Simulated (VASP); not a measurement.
# Te2Mo (P6_3/mmc) in VASP: notebook, part 2 of 2

VASP 6.6.1.

## 3. Relaxation of shape and atoms at fixed volume, PBE+D3(BJ) (volume scaled by 0.94)

Contents of INCAR:

```
PREC = Accurate
ENCUT = 600
EDIFF = 1E-7
ISMEAR = 0
SIGMA = 0.02
LREAL = False
LASPH = True
NELM = 100
ALGO = Normal
ISIF = 4
LWAVE = False
LCHARG = False
GGA = PE
IVDW = 12
IBRION = 2
NSW = 50
EDIFFG = -0.01
```

Contents of KPOINTS:

```
regular mesh
0
Gamma
  9 9 2
```

Contents of POSCAR:

```
Te2Mo
1.0
    3.4351432925      0.0000000000      0.0000000000
   -1.7175716462      2.9749213570      0.0000000000
    0.0000000000      0.0000000000     13.3428847482
Te Mo
4 2
Direct
    0.3333333333      0.6666666667      0.6150003295
    0.6666666667      0.3333333333      0.1150003295
    0.3333333333      0.6666666667      0.8849996705
    0.6666666667      0.3333333333      0.3849996705
    0.3333333333      0.6666666667      0.2500000000
    0.6666666667      0.3333333333      0.7500000000
```

Potentials or basis: VASP PAW PBE potentials, release 64 (Te, Mo_sv).

Started as:

```console
$ cat potpaw_PBE.64/Te/POTCAR potpaw_PBE.64/Mo_sv/POTCAR > POTCAR
$ mpirun -np 1 vasp_std > vasp.out
```

OUTCAR:

```text
PREC = Accurate
   ENCUT = 600
   EDIFF = 1E-7
   ISMEAR = 0
   LREAL = False
   LASPH = True
   NELM = 100
   ISIF = 4
   GGA = PE
   IVDW = 12
   IBRION = 2
   NSW = 50
   EDIFFG = -0.01
 IVDW          = 12

 ion  position               nearest neighbor table
   1  0.333  0.667  0.615-   6 2.68   6 2.68   6 2.68   3 3.60   4 3.65   4 3.65   4 3.65
   2  0.667  0.333  0.115-   5 2.68   5 2.68   5 2.68   4 3.60   3 3.65   3 3.65   3 3.65
   3  0.333  0.667  0.885-   6 2.68   6 2.68   6 2.68   1 3.60   2 3.65   2 3.65   2 3.65
   4  0.667  0.333  0.385-   5 2.68   5 2.68   5 2.68   2 3.60   1 3.65   1 3.65   1 3.65
   5  0.333  0.667  0.250-   2 2.68   4 2.68   2 2.68   4 2.68   2 2.68   4 2.68
   6  0.667  0.333  0.750-   1 2.68   3 2.68   1 2.68   3 2.68   1 2.68   3 2.68

  LATTYP: Found a hexagonal cell.
 ALAT       =     3.4351432925
 C/A-ratio  =     3.8842294519

  Lattice vectors:

 A1 = (   3.4351432925,   0.0000000000,   0.0000000000)
 A2 = (  -1.7175716462,   2.9749213570,   0.0000000000)
 A3 = (   0.0000000000,   0.0000000000,  13.3428847482)

Analysis of symmetry for initial positions (statically):
=====================================================================
 Subroutine PRICEL returns:
 Original cell was already a primitive cell.

 Routine SETGRP: Setting up the symmetry group for a
 hexagonal supercell.

 Subroutine GETGRP returns: Found 24 space group operations
 (whereof 12 operations were pure point group operations)
 out of a pool of 24 trial point group operations.

The static configuration has the point symmetry D_3d.
 The point group associated with its full space group is D_6h.

Analysis of symmetry for dynamics (positions and initial velocities):
=====================================================================
 Subroutine PRICEL returns:
 Original cell was already a primitive cell.

 Routine SETGRP: Setting up the symmetry group for a
 hexagonal supercell.

 Subroutine GETGRP returns: Found 24 space group operations
 (whereof 12 operations were pure point group operations)
 out of a pool of 24 trial point group operations.

The dynamic configuration has the point symmetry D_3d.
 The point group associated with its full space group is D_6h.

 Subroutine INISYM returns: Found 24 space group operations
 (whereof 12 operations are pure point group operations),
 and found     1 'primitive' translations

----------------------------------------------------------------------------------------

                                     Primitive cell

  volume of cell :     136.3547

  direct lattice vectors                    reciprocal lattice vectors
     3.435143292  0.000000000  0.000000000     0.291108671  0.168071670  0.000000000
    -1.717571646  2.974921357  0.000000000     0.000000000  0.336143340  0.000000000
     0.000000000  0.000000000 13.342884748     0.000000000  0.000000000  0.074946312

  length of vectors
     3.435143292  3.435143293 13.342884748     0.336143340  0.336143340  0.074946312

  position of ions in fractional coordinates (direct lattice)
     0.333333333  0.666666667  0.615000329
     0.666666667  0.333333333  0.115000329
     0.333333333  0.666666667  0.884999671
     0.666666667  0.333333333  0.384999671
     0.333333333  0.666666667  0.250000000
     0.666666667  0.333333333  0.750000000

  ion indices of the primitive-cell ions
   primitive index   ion index
                 1           1
                 2           2
                 3           3
                 4           4
                 5           5
                 6           6

----------------------------------------------------------------------------------------

 KPOINTS: regular mesh

Automatic generation of k-mesh.
 Grid dimensions read from file:
 generate k-points for:    9    9    2

 Generating k-lattice:

  Cartesian coordinates                     Fractional coordinates (reciprocal lattice)
     0.032345408  0.018674630  0.000000000     0.111111111 -0.000000000  0.000000000
     0.000000000  0.037349260  0.000000000     0.000000000  0.111111111  0.000000000
     0.000000000  0.000000000  0.037473156     0.000000000  0.000000000  0.500000000

  Length of vectors
     0.037349260  0.037349260  0.037473156

  Shift w.r.t. Gamma in fractional coordinates (k-lattice)
     0.000000000  0.000000000  0.000000000

 Subroutine IBZKPT returns following result:
 ===========================================

 Found     24 irreducible k-points:

 Following reciprocal coordinates:
            Coordinates               Weight
  0.000000  0.000000  0.000000      1.000000
  0.111111  0.000000  0.000000      6.000000
  0.222222 -0.000000  0.000000      6.000000
  0.333333  0.000000  0.000000      6.000000
  0.444444 -0.000000  0.000000      6.000000
  0.111111  0.111111  0.000000      6.000000
[... 16 lines left out ...]
  0.333333  0.222222  0.500000     12.000000
  0.333333  0.333333  0.500000      2.000000
   k-points           NKPTS =     24   k-points in BZ     NKDIM =     24   number of bands    NBANDS=     31
   number of dos      NEDOS =    301   number of ions     NIONS =      6
   total plane-waves  NPLWV =  84672
   dimension x,y,z NGX =    28 NGY =   28 NGZ =  108
   dimension x,y,z NGXF=    56 NGYF=   56 NGZF=  216
   ions per type =               4   2
   NGX,Y,Z   is equivalent  to a cutoff of  13.55, 13.55, 13.46 a.u.
   NGXF,Y,Z  is equivalent  to a cutoff of  27.10, 27.10, 26.91 a.u.
 SYSTEM =  unknown system
   PREC   = accura    normal or accurate (medium, high low for compatibility)
   ISTART =      0    job   : 0-new  1-cont  2-samecut
   ICHARG =      2    charge: 1-file 2-atom 10-const
   ISPIN  =      1    spin polarized calculation?
   LNONCOLLINEAR =      F non collinear calculations
   LSORBIT =      F    spin-orbit coupling
   LASPH  =      T    aspherical Exc in radial PAW
   ENCUT  =  600.0 eV  44.10 Ry    6.64 a.u.   6.86  6.86 26.65*2*pi/ulx,y,z
   NELM   =    100;   NELMIN=  2; NELMDL= -5     # of ELM steps
   EDIFF  = 0.1E-06   stopping-criterion for ELM
   LREAL  =      F    real-space projection
   EDIFFG = -.1E-01   stopping-criterion for IOM
   NSW    =     50    number of steps for IOM
   IBRION =      2    ionic relax: 0-MD 1-quasi-New 2-CG
   NFREE  =      1    steps in history (QN), initial steepest desc. (CG)
   ISIF   =      4    stress and relaxation
   ISYM   =      2    0-nonsym 1-usesym 2-fastsym
   POTIM  = 0.5000    time-step for ionic-motion
   TEBEG  =    0.0;   TEEND  =   0.0 temperature during run
   PSTRESS=    0.0 pullay stress
   NELECT =      52.0000    total number of electrons
   NUPDOWN=      -1.0000    fix difference up-down
   EMIN   =  10.00;   EMAX   =-10.00  energy-range for DOS
   EFERMI =   0.00;   METHOD = LEGACY
   ISMEAR =     0;   SIGMA  =   0.02  broadening in eV -4-tet -1-fermi 0-gaus
   EFERMI_NEDOS =   21; number of points for ismear=-14 and -15
   IALGO  =     38    algorithm
   IMIX   =      4    mixing-type and parameters
     AMIX     =   0.40;   BMIX     =  1.00
     AMIX_MAG =   1.60;   BMIX_MAG =  1.00
  volume/ion in A,a.u.               =      22.73       153.36
  Fermi-wavevector in a.u.,A,eV,Ry     =   1.187187  2.243459 19.176238  1.409414
  Thomas-Fermi vector in A             =   2.323344
   LORBIT       =      0    0 simple, 1 ext, 2 COOP (PROOUT), +10 PAW based schemes
   GGA     = PE    functional components
   LHFCALC =     F    Hartree Fock is set to
   AEXX    =    0.0000 exact exchange contribution
   IVDW    =    12    specifies the selected vdW correction
   LEPSILON=     F    determine dielectric tensor
   LRPA    =     F    only Hartree local field effects (RPA)
 conjugate gradient relaxation of ions
 non-spin polarized calculation
 Gauss-broadening in eV      SIGMA  =   0.02
  energy-cutoff  :      600.00
  volume of cell :      136.35
 maximum number of plane-waves:      4572
 NGX is ok and might be reduce to    28
   NGX = 13   NGY = 13   NGZ = 53

--------------------------------------- Ionic step        1  -------------------------------------------

 number of electron      51.9999999 magnetization

 Free energy of the ion-electron system (eV)
  ---------------------------------------------------
  ext. energy  EPLUGINS =         0.00000000
  ---------------------------------------------------
  free energy    TOTEN  =       -35.57950875 eV

  energy without entropy =      -35.57950875  energy(sigma->0) =      -35.57950875

------------------------ aborting loop because EDIFF is reached ----------------------------------------

 Edisp (eV)   -3.53716

 E8    (eV) :    -1.6284

  FORCE on cell =-STRESS in cart. coord.  units (eV):
  Direction    XX          YY          ZZ          XY          YZ          ZX
  --------------------------------------------------------------------------------------
  -------------------------------------------------------------------------------------
  Total       4.28424     4.28424     5.27062     0.00000    -0.00000    -0.00000
  in kB      50.34009    50.34009    61.93016     0.00000    -0.00000    -0.00000
  external pressure =       54.20 kB  Pullay stress =        0.00 kB
[... 157 lines left out ...]
  energy  without entropy=      -39.1415439197  energy(sigma->0) =      -39.14154392

--------------------------------------- Ionic step        5  -------------------------------------------

 number of electron      52.0000000 magnetization

 Free energy of the ion-electron system (eV)
  ---------------------------------------------------
  ext. energy  EPLUGINS =         0.00000000
  ---------------------------------------------------
  free energy    TOTEN  =       -35.60603862 eV

  energy without entropy =      -35.60603862  energy(sigma->0) =      -35.60603862

 E-fermi :   9.8863     XC(G=0): -10.9890

 val. band max:        9.6773265391   @ k =   0.1111   0.0000   0.0000
 cond. band min:      10.0868732938   @ k =   0.2222   0.2222   0.0000
 fundamental gap:      0.4095467547
 Fermi energy:         9.8863308815

 k-point     1 :       0.0000    0.0000    0.0000
  band No.  band energies     occupation
      1     -51.3144      2.00000
      2     -51.3144      2.00000
      3     -25.5232      2.00000
      4     -25.5231      2.00000
      5     -25.3427      2.00000
      6     -25.3427      2.00000
[... 842 lines left out ...]
  FREE ENERGIE OF THE ION-ELECTRON SYSTEM (eV)
  ---------------------------------------------------
  free  energy   TOTEN  =       -39.1427552711 eV

  energy  without entropy=      -39.1427552711  energy(sigma->0) =      -39.14275527

 reached required accuracy - stopping structural energy minimisation
```

OSZICAR:

```text
N       E                     dE             d eps       ncg     rms          rms(c)
DAV:   1     0.455063525309E+03    0.45506E+03   -0.29341E+04  1688   0.170E+03
DAV:   2    -0.101668721474E+02   -0.46523E+03   -0.45566E+03  1878   0.377E+02
DAV:   3    -0.360116027786E+02   -0.25845E+02   -0.25442E+02  1840   0.742E+01
[... 56 lines left out ...]
DAV:   5    -0.356060392652E+02    0.76451E-04   -0.48067E-04  1833   0.917E-02    0.176E-02
DAV:   6    -0.356060392208E+02    0.44422E-07   -0.35153E-05  1785   0.282E-02    0.185E-02
DAV:   7    -0.356060390664E+02    0.15442E-06   -0.19844E-06  1654   0.636E-03    0.840E-03
DAV:   8    -0.356060386792E+02    0.38717E-06   -0.20999E-06  1887   0.766E-03    0.276E-03
DAV:   9    -0.356060386180E+02    0.61191E-07   -0.83896E-08  1011   0.173E-03
   5 F= -.39142755E+02 E0= -.39142755E+02  d E =-.504765E-02
```

It took 6.6 min on 1 thread of Oxide Virtual Turin-like, shared host; peak memory 0.32 GiB.

What came out:

```
Free energy                : -39.1428 eV
Energy gained by relaxing  : 4.3 meV/atom
Ionic steps                : 5
Pressure after relaxing    : 3.6 GPa
Band gap on the k mesh     : 0.41 eV, indirect (least direct gap 0.76 eV)
Dispersion energy per atom : -0.589 eV
```

Forces on the atoms (eV/Å):
```
Te   0.000  0.000 -0.003
Te   0.000  0.000 -0.003
Te   0.000  0.000  0.003
Te   0.000  0.000  0.003
Mo   0.000  0.000  0.000
Mo   0.000  0.000  0.000
```

Step by step:
```csv
step,energy change (eV),largest force (eV/Å),pressure (GPa),volume (Å³)
1,0.0000,0.4600,5.42,136.35
2,-0.0209,0.0214,3.77,136.35
3,-0.0210,0.0552,3.90,136.35
4,-0.0249,0.0293,3.72,136.35
5,-0.0261,0.0029,3.55,136.35
```

Final structure:
```
Te Mo
1.0
     3.44144    0.00000    0.00000
    -1.72072    2.98037    0.00000
     0.00000    0.00000   13.29414
Te Mo
4 2
Cartesian
  0.0000 1.9869 8.1455
  1.7207 0.9935 1.4985
  0.0000 1.9869 11.7957
  1.7207 0.9935 5.1486
  0.0000 1.9869 3.3235
  1.7207 0.9935 9.9706
```

Levels at points of the mesh, in eV from the valence-band top:
| k point | band 23 | band 24 | band 25 | band 26 | band 27 | band 28 | band 29 | band 30 |
| --- | --- | --- | --- | --- | --- | --- | --- | --- |
| (0.00, 0.00, 0.00) | -1.13 | -1.13 | -0.09 | -0.05 | 2.79 | 2.79 | 2.95 | 2.95 |
| (0.00, 0.00, 0.50) | -1.17 | -1.17 | -0.07 | -0.07 | 2.83 | 2.83 | 2.83 | 2.83 |

Caveat: the cell differs from its parent crystal (volume scaled by 0.94); spin-orbit coupling is left out, which moves the levels of the heavy elements.
